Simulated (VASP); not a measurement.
# BN (P6_3/mmc) in VASP: further runs

BN is run at these levels: PBE, HSE06; tasks: single point.

Everything below comes from runs of VASP 6.6.1. Logs are shortened: lines on timing, memory, paths and dates and some standing lists are left out, and cuts for length are marked.

## (1) The cell of the first run

It takes space group P6_3/mmc (No. 194, hexagonal). The conventional cell has a = 2.501 Å, b = 2.501 Å, c = 6.524 Å, α = 90.00°, β = 90.00°, γ = 120.00°. Within 1.9 Å of B (site symmetry -6m2) lie 3 N at 1.44 Å. Within 1.9 Å of N (site symmetry -6m2) lie 3 B at 1.44 Å.

## (2) Single point, PBE

The input, INCAR:

```
  PREC = Accurate
  ENCUT = 520
  EDIFF = 1E-6
  ISMEAR = 0
  SIGMA = 0.01
  LREAL = False
  LASPH = True
  NELM = 60
  ALGO = Normal
  ISIF = 2
  LWAVE = False
  LCHARG = False
  GGA = PE
  NBANDS = 16
```

The input, KPOINTS:

```
regular mesh
0
Gamma
  9 9 4
```

The input, POSCAR:

```
BN
1.0
    2.5005826212      0.0000000000      0.0000000000
   -1.2502913106      2.1655680743      0.0000000000
    0.0000000000      0.0000000000      6.5236378854
B N
2 2
Direct
    0.3333333333      0.6666666667      0.2500000000
    0.6666666667      0.3333333333      0.7500000000
    0.3333333333      0.6666666667      0.7500000000
    0.6666666667      0.3333333333      0.2500000000
```

Potentials or basis: VASP PAW PBE potentials, release 64 (B, N).

Command:

```console
> cat potpaw_PBE.64/B/POTCAR potpaw_PBE.64/N/POTCAR > POTCAR
> mpirun -np 1 vasp_std > vasp.out
```

OUTCAR:

```text
PREC = Accurate
   ENCUT = 520
   EDIFF = 1E-6
   ISMEAR = 0
   LREAL = False
   LASPH = True
   NELM = 60
   ISIF = 2
   GGA = PE

 ion  position               nearest neighbor table
   1  0.333  0.667  0.250-   4 1.44   4 1.44   4 1.44
   2  0.667  0.333  0.750-   3 1.44   3 1.44   3 1.44
   3  0.333  0.667  0.750-   2 1.44   2 1.44   2 1.44
   4  0.667  0.333  0.250-   1 1.44   1 1.44   1 1.44

  LATTYP: Found a hexagonal cell.
 ALAT       =     2.5005826212
 C/A-ratio  =     2.6088471663

  Lattice vectors:

 A1 = (   2.5005826212,   0.0000000000,   0.0000000000)
 A2 = (  -1.2502913106,   2.1655680743,   0.0000000000)
 A3 = (   0.0000000000,   0.0000000000,   6.5236378854)

Analysis of symmetry for initial positions (statically):
=====================================================================
 Subroutine PRICEL returns:
 Original cell was already a primitive cell.

 Routine SETGRP: Setting up the symmetry group for a
 hexagonal supercell.

 Subroutine GETGRP returns: Found 24 space group operations
 (whereof 12 operations were pure point group operations)
 out of a pool of 24 trial point group operations.

The static configuration has the point symmetry D_3d.
 The point group associated with its full space group is D_6h.

Analysis of symmetry for dynamics (positions and initial velocities):
=====================================================================
 Subroutine PRICEL returns:
 Original cell was already a primitive cell.

 Routine SETGRP: Setting up the symmetry group for a
 hexagonal supercell.

 Subroutine GETGRP returns: Found 24 space group operations
 (whereof 12 operations were pure point group operations)
 out of a pool of 24 trial point group operations.

The dynamic configuration has the point symmetry D_3d.
 The point group associated with its full space group is D_6h.

 Subroutine INISYM returns: Found 24 space group operations
 (whereof 12 operations are pure point group operations),
 and found     1 'primitive' translations

----------------------------------------------------------------------------------------

                                     Primitive cell

  volume of cell :      35.3267

  direct lattice vectors                    reciprocal lattice vectors
     2.500582621  0.000000000  0.000000000     0.399906802  0.230886300  0.000000000
    -1.250291311  2.165568074  0.000000000     0.000000000  0.461772600  0.000000000
     0.000000000  0.000000000  6.523637885     0.000000000  0.000000000  0.153288704

  length of vectors
[... 91 lines left out ...]
   NFREE  =      0    steps in history (QN), initial steepest desc. (CG)
   ISIF   =      2    stress and relaxation
   ISYM   =      2    0-nonsym 1-usesym 2-fastsym
   POTIM  = 0.5000    time-step for ionic-motion
   TEBEG  =    0.0;   TEEND  =   0.0 temperature during run
   PSTRESS=    0.0 pullay stress
   NELECT =      16.0000    total number of electrons
   NUPDOWN=      -1.0000    fix difference up-down
   EMIN   =  10.00;   EMAX   =-10.00  energy-range for DOS
   EFERMI =   0.00;   METHOD = LEGACY
   ISMEAR =     0;   SIGMA  =   0.01  broadening in eV -4-tet -1-fermi 0-gaus
   EFERMI_NEDOS =   21; number of points for ismear=-14 and -15
   IALGO  =     38    algorithm
   IMIX   =      4    mixing-type and parameters
     AMIX     =   0.40;   BMIX     =  1.00
     AMIX_MAG =   1.60;   BMIX_MAG =  1.00
  volume/ion in A,a.u.               =       8.83        59.60
  Fermi-wavevector in a.u.,A,eV,Ry     =   1.257227  2.375815 21.505653  1.580621
  Thomas-Fermi vector in A             =   2.390897
   LORBIT       =      0    0 simple, 1 ext, 2 COOP (PROOUT), +10 PAW based schemes
   GGA     = PE    functional components
   LHFCALC =     F    Hartree Fock is set to
   AEXX    =    0.0000 exact exchange contribution
   IVDW    =     0    specifies the selected vdW correction
   LEPSILON=     F    determine dielectric tensor
   LRPA    =     F    only Hartree local field effects (RPA)
 non-spin polarized calculation
 Gauss-broadening in eV      SIGMA  =   0.01
  energy-cutoff  :      520.00
  volume of cell :       35.33
 maximum number of plane-waves:       973
 NGX is ok and might be reduce to    20
   NGX =  9   NGY =  9   NGZ = 25

 number of electron      15.9999997 magnetization

 Free energy of the ion-electron system (eV)
  ---------------------------------------------------
  ext. energy  EPLUGINS =         0.00000000
  ---------------------------------------------------
  free energy    TOTEN  =       -35.13684184 eV

  energy without entropy =      -35.13684184  energy(sigma->0) =      -35.13684184

 E-fermi :   2.4982     XC(G=0): -10.1960

 val. band max:        2.4337940817   @ k =   0.3333   0.3333   0.5000
 cond. band min:       6.8168000782   @ k =   0.4444   0.1111   0.0000
 fundamental gap:      4.3830059965
 Fermi energy:         2.4981638918

 k-point     1 :       0.0000    0.0000    0.0000
  band No.  band energies     occupation
      1     -15.4080      2.00000
      2     -15.0718      2.00000
      3      -3.8786      2.00000
      4      -1.5673      2.00000
      5       1.1083      2.00000
      6       1.1083      2.00000
[... 433 lines left out ...]
      3      -5.5432      2.00000
      4      -5.4131      2.00000
      5      -4.7164      2.00000
      6      -4.7164      2.00000
[... 8 lines left out ...]
     15      19.8015      0.00000
     16      20.4270      0.00000

 [... further k-points ...]

------------------------ aborting loop because EDIFF is reached ----------------------------------------

  FORCE on cell =-STRESS in cart. coord.  units (eV):
  Direction    XX          YY          ZZ          XY          YZ          ZX
  --------------------------------------------------------------------------------------
  -------------------------------------------------------------------------------------
  Total        1.1831523      1.1831523      0.7683397     -0.0000000     -0.0000000      0.0000000
  in kB       53.6597122     53.6597122     34.8466436     -0.0000000     -0.0000000      0.0000000
  external PRESSURE =      47.3886893 kB  Pullay stress =       0.0000000 kB

 VOLUME and BASIS-vectors are now :
 -----------------------------------------------------------------------------
  energy-cutoff  :      520.00
  volume of cell :       35.33
      direct lattice vectors                 reciprocal lattice vectors
     2.500582621  0.000000000  0.000000000     0.399906802  0.230886300  0.000000000
    -1.250291311  2.165568074  0.000000000     0.000000000  0.461772600  0.000000000
     0.000000000  0.000000000  6.523637885     0.000000000  0.000000000  0.153288704

 POSITION                                       TOTAL-FORCE (eV/Angst)
 -----------------------------------------------------------------------------------
     -0.00000      1.44371      1.63091         0.000000     -0.000000      0.000000
      1.25029      0.72186      4.89273        -0.000000      0.000000      0.000000
     -0.00000      1.44371      4.89273        -0.000000      0.000000      0.000000
      1.25029      0.72186      1.63091         0.000000     -0.000000      0.000000
 -----------------------------------------------------------------------------------
    total drift:                               -0.000000      0.000000      0.000000

  FREE ENERGIE OF THE ION-ELECTRON SYSTEM (eV)
  ---------------------------------------------------
  free  energy   TOTEN  =       -35.1368418428 eV

  energy  without entropy=      -35.1368418428  energy(sigma->0) =      -35.13684184
```

It took 30 s on 1 thread of Intel Xeon 8259CL, shared host; peak memory 0.15 GiB.

What came out:

```
Free energy            : -35.1368 eV
Pressure               : 4.7 GPa
Band gap on the k mesh : 4.38 eV (least direct gap 4.65 eV)
```

Stress tensor (GPa, compression positive):
```
5.37 0.00 0.00
0.00 5.37 0.00
0.00 0.00 3.48
```

Caveat: the cell stands under pressure; an odd mesh through Γ misses points on the zone boundary, where band edges can lie; this functional lacks dispersion, which binds the layers, so the pressure and a relaxed spacing across them are unreliable. As with any semilocal functional, this PBE gap is likely too small.

## (3) Single point, HSE06

POSCAR is that of step 2.

The input, INCAR.step1:

```
SYSTEM = BN
  PREC = Accurate
  ENCUT = 520
  EDIFF = 1E-5
  ISMEAR = 0
  SIGMA = 0.01
  LREAL = .False.
  LASPH = .True.
  NELM = 60
  ALGO = Normal
  ISIF = 2
  LWAVE = .True.
  LCHARG = .False.
  NBANDS = 16
  GGA = PE
```

The input, INCAR.step2:

```
SYSTEM = BN
  PREC = Accurate
  ENCUT = 520
  EDIFF = 1E-7
  ISMEAR = 0
  SIGMA = 0.01
  LREAL = .False.
  LASPH = .True.
  NELM = 60
  ALGO = Normal
  ISIF = 2
  LWAVE = .False.
  LCHARG = .False.
  GGA = PE
  LHFCALC = .True.
  HFSCREEN = 0.2079
  PRECFOCK = Normal
  NBANDS = 16
  ISTART = 1
```

The input, KPOINTS:

```
regular mesh
0
Gamma
  6 6 2
  0 0 0
```

Potentials or basis: VASP PAW PBE potentials, release 64 (B, N).

Command:

```console
> cat potpaw_PBE.64/B/POTCAR potpaw_PBE.64/N/POTCAR > POTCAR
> cp INCAR.step1 INCAR
> mpirun -np 1 vasp_std > vasp.out
> cp INCAR.step2 INCAR
> mpirun -np 1 vasp_std > vasp.out
```

OUTCAR:

```text
SYSTEM = BN
   PREC = Accurate
   ENCUT = 520
   EDIFF = 1E-7
   ISMEAR = 0
   LREAL = .False.
   LASPH = .True.
   NELM = 60
   ISIF = 2
   GGA = PE
   LHFCALC = .True.
   HFSCREEN = 0.2079
   PRECFOCK = Normal
   ISTART = 1

 ion  position               nearest neighbor table
   1  0.333  0.667  0.250-   4 1.44   4 1.44   4 1.44
   2  0.667  0.333  0.750-   3 1.44   3 1.44   3 1.44
   3  0.333  0.667  0.750-   2 1.44   2 1.44   2 1.44
   4  0.667  0.333  0.250-   1 1.44   1 1.44   1 1.44

  LATTYP: Found a hexagonal cell.
 ALAT       =     2.5005826212
 C/A-ratio  =     2.6088471663

  Lattice vectors:

 A1 = (   2.5005826212,   0.0000000000,   0.0000000000)
 A2 = (  -1.2502913106,   2.1655680743,   0.0000000000)
 A3 = (   0.0000000000,   0.0000000000,   6.5236378854)

Analysis of symmetry for initial positions (statically):
=====================================================================
 Subroutine PRICEL returns:
 Original cell was already a primitive cell.

 Routine SETGRP: Setting up the symmetry group for a
 hexagonal supercell.

 Subroutine GETGRP returns: Found 24 space group operations
 (whereof 12 operations were pure point group operations)
 out of a pool of 24 trial point group operations.

The static configuration has the point symmetry D_3d.
 The point group associated with its full space group is D_6h.

Analysis of symmetry for dynamics (positions and initial velocities):
=====================================================================
 Subroutine PRICEL returns:
 Original cell was already a primitive cell.

 Routine SETGRP: Setting up the symmetry group for a
 hexagonal supercell.

 Subroutine GETGRP returns: Found 24 space group operations
 (whereof 12 operations were pure point group operations)
 out of a pool of 24 trial point group operations.

The dynamic configuration has the point symmetry D_3d.
 The point group associated with its full space group is D_6h.

 Subroutine INISYM returns: Found 24 space group operations
 (whereof 12 operations are pure point group operations),
 and found     1 'primitive' translations

----------------------------------------------------------------------------------------

                                     Primitive cell

  volume of cell :      35.3267

  direct lattice vectors                    reciprocal lattice vectors
     2.500582621  0.000000000  0.000000000     0.399906802  0.230886300  0.000000000
    -1.250291311  2.165568074  0.000000000     0.000000000  0.461772600  0.000000000
     0.000000000  0.000000000  6.523637885     0.000000000  0.000000000  0.153288704

  length of vectors
     2.500582621  2.500582621  6.523637885     0.461772600  0.461772600  0.153288704

  position of ions in fractional coordinates (direct lattice)
     0.333333333  0.666666667  0.250000000
     0.666666667  0.333333333  0.750000000
     0.333333333  0.666666667  0.750000000
     0.666666667  0.333333333  0.250000000

  ion indices of the primitive-cell ions
   primitive index   ion index
                 1           1
                 2           2
[... 42 lines left out ...]
  0.166667  0.166667  0.500000      6.000000
  0.333333  0.166667  0.500000     12.000000
  0.333333  0.333333  0.500000      2.000000
   k-points           NKPTS =     14   k-points in BZ     NKDIM =     72   number of bands    NBANDS=     16
   number of dos      NEDOS =    301   number of ions     NIONS =      4
   total plane-waves  NPLWV =  20000
   dimension x,y,z NGX =    20 NGY =   20 NGZ =   50
   dimension x,y,z NGXF=    40 NGYF=   40 NGZF=  100
   ions per type =               2   2
   NGX,Y,Z   is equivalent  to a cutoff of  13.30, 13.30, 12.74 a.u.
   NGXF,Y,Z  is equivalent  to a cutoff of  26.59, 26.59, 25.48 a.u.
 SYSTEM =  BN
   PREC   = accura    normal or accurate (medium, high low for compatibility)
   ISTART =      1    job   : 0-new  1-cont  2-samecut
   ICHARG =      0    charge: 1-file 2-atom 10-const
   ISPIN  =      1    spin polarized calculation?
   LNONCOLLINEAR =      F non collinear calculations
   LSORBIT =      F    spin-orbit coupling
   LASPH  =      T    aspherical Exc in radial PAW
   ENCUT  =  520.0 eV  38.22 Ry    6.18 a.u.   4.65  4.65 12.13*2*pi/ulx,y,z
   NELM   =     60;   NELMIN=  2; NELMDL=  0     # of ELM steps
   EDIFF  = 0.1E-06   stopping-criterion for ELM
   LREAL  =      F    real-space projection
   EDIFFG = 0.1E-05   stopping-criterion for IOM
   NSW    =      0    number of steps for IOM
   IBRION =     -1    ionic relax: 0-MD 1-quasi-New 2-CG
   NFREE  =      0    steps in history (QN), initial steepest desc. (CG)
   ISIF   =      2    stress and relaxation
   ISYM   =      3    0-nonsym 1-usesym 2-fastsym
   POTIM  = 0.5000    time-step for ionic-motion
   TEBEG  =    0.0;   TEEND  =   0.0 temperature during run
   PSTRESS=    0.0 pullay stress
   NELECT =      16.0000    total number of electrons
   NUPDOWN=      -1.0000    fix difference up-down
   EMIN   =  10.00;   EMAX   =-10.00  energy-range for DOS
   EFERMI =   0.00;   METHOD = LEGACY
   ISMEAR =     0;   SIGMA  =   0.01  broadening in eV -4-tet -1-fermi 0-gaus
   EFERMI_NEDOS =   21; number of points for ismear=-14 and -15
   IALGO  =     38    algorithm
   IMIX   =      1    mixing-type and parameters
     AMIX     =   0.40;   BMIX     =  1.00
     AMIX_MAG =   1.60;   BMIX_MAG =  1.00
  volume/ion in A,a.u.               =       8.83        59.60
  Fermi-wavevector in a.u.,A,eV,Ry     =   1.257227  2.375815 21.505653  1.580621
  Thomas-Fermi vector in A             =   2.390897
   LORBIT       =      0    0 simple, 1 ext, 2 COOP (PROOUT), +10 PAW based schemes
   GGA     = PE    functional components
   LHFCALC =     T    Hartree Fock is set to
   PRECFOCK=normal    Normal, Fast or Accurate (Low or Medium for compatibility)
   ENCUT4O =  -1.0   cutoff for four orbital integrals eV
   NKREDX  =     1    reduce k-point grid by
   NKREDY  =     1    reduce k-point grid by
   NKREDZ  =     1    reduce k-point grid by
   AEXX    =    0.2500 exact exchange contribution
   HFSCREEN=    0.2079 screening length (either q_TF or 0.3 A-1)
   HFSCREENC=   0.2079 screening length for correlation (either q_TF or 0.3 A-1)
   ENCUTFOCK=  -1.0 apply spherical cutoff to Coloumb kernel
   IVDW    =     0    specifies the selected vdW correction
   LEPSILON=     F    determine dielectric tensor
   LRPA    =     F    only Hartree local field effects (RPA)
 non-spin polarized calculation
 Gauss-broadening in eV      SIGMA  =   0.01
  energy-cutoff  :      520.00
  volume of cell :       35.33
 maximum number of plane-waves:       973
 NGX is ok and might be reduce to    20
  NGX = 14; NGY = 14; NGZ = 40

 number of electron      15.9999997 magnetization

 Free energy of the ion-electron system (eV)
  ---------------------------------------------------
  ext. energy  EPLUGINS =         0.00000000
  ---------------------------------------------------
  free energy    TOTEN  =       -40.76937318 eV

  energy without entropy =      -40.76937318  energy(sigma->0) =      -40.76937318

 E-fermi :   1.7087     XC(G=0):  -8.4201

 val. band max:        1.6176543174   @ k =   0.3333   0.3333   0.5000
 cond. band min:       7.1865381441   @ k =   0.5000   0.0000   0.0000
 fundamental gap:      5.5688838266
 Fermi energy:         1.7087284081

 k-point     1 :       0.0000    0.0000    0.0000
  band No.  band energies     occupation
      1     -18.0251      2.00000
      2     -17.6707      2.00000
      3      -5.2720      2.00000
      4      -2.7783      2.00000
      5       0.0519      2.00000
      6       0.0519      2.00000
[... 243 lines left out ...]
      3      -7.0397      2.00000
      4      -7.0397      2.00000
      5      -6.3411      2.00000
      6      -6.3411      2.00000
[... 8 lines left out ...]
     15      21.1798      0.00000
     16      21.1798      0.00000

------------------------ aborting loop because EDIFF is reached ----------------------------------------

  FORCE on cell =-STRESS in cart. coord.  units (eV):
  Direction    XX          YY          ZZ          XY          YZ          ZX
  --------------------------------------------------------------------------------------
  -------------------------------------------------------------------------------------
  Total       -0.4021166     -0.4021166      0.6352758      0.0000000      0.0000000      0.0000000
  in kB      -18.2372624    -18.2372624     28.8117719      0.0000000      0.0000000      0.0000000
  external PRESSURE =      -2.5542510 kB  Pullay stress =       0.0000000 kB

 VOLUME and BASIS-vectors are now :
 -----------------------------------------------------------------------------
  energy-cutoff  :      520.00
  volume of cell :       35.33
      direct lattice vectors                 reciprocal lattice vectors
     2.500582621  0.000000000  0.000000000     0.399906802  0.230886300  0.000000000
    -1.250291311  2.165568074  0.000000000     0.000000000  0.461772600  0.000000000
     0.000000000  0.000000000  6.523637885     0.000000000  0.000000000  0.153288704

 POSITION                                       TOTAL-FORCE (eV/Angst)
 -----------------------------------------------------------------------------------
     -0.00000      1.44371      1.63091        -0.000000      0.000000      0.000000
      1.25029      0.72186      4.89273         0.000000     -0.000000     -0.000000
     -0.00000      1.44371      4.89273         0.000000     -0.000000      0.000000
      1.25029      0.72186      1.63091         0.000000      0.000000     -0.000000
 -----------------------------------------------------------------------------------
    total drift:                                0.000000     -0.000000     -0.000000

  FREE ENERGIE OF THE ION-ELECTRON SYSTEM (eV)
  ---------------------------------------------------
  free  energy   TOTEN  =       -40.7693731845 eV

  energy  without entropy=      -40.7693731845  energy(sigma->0) =      -40.76937318
```

Run time: 13 min. Hardware: 1 thread of Intel Xeon 8259CL, shared host; peak memory 0.25 GiB.

What came out:

* Free energy: -40.7694 eV
* Pressure: -0.3 GPa
* Band gap on the k mesh: 5.57 eV (least direct gap 6.01 eV)

Caveat: the k points lie up to 0.48 Å⁻¹ apart; the PAW data sets were made with another functional, which shifts forces and pressure a little; this functional lacks dispersion, which binds the layers, so the pressure and a relaxed spacing across them are unreliable.
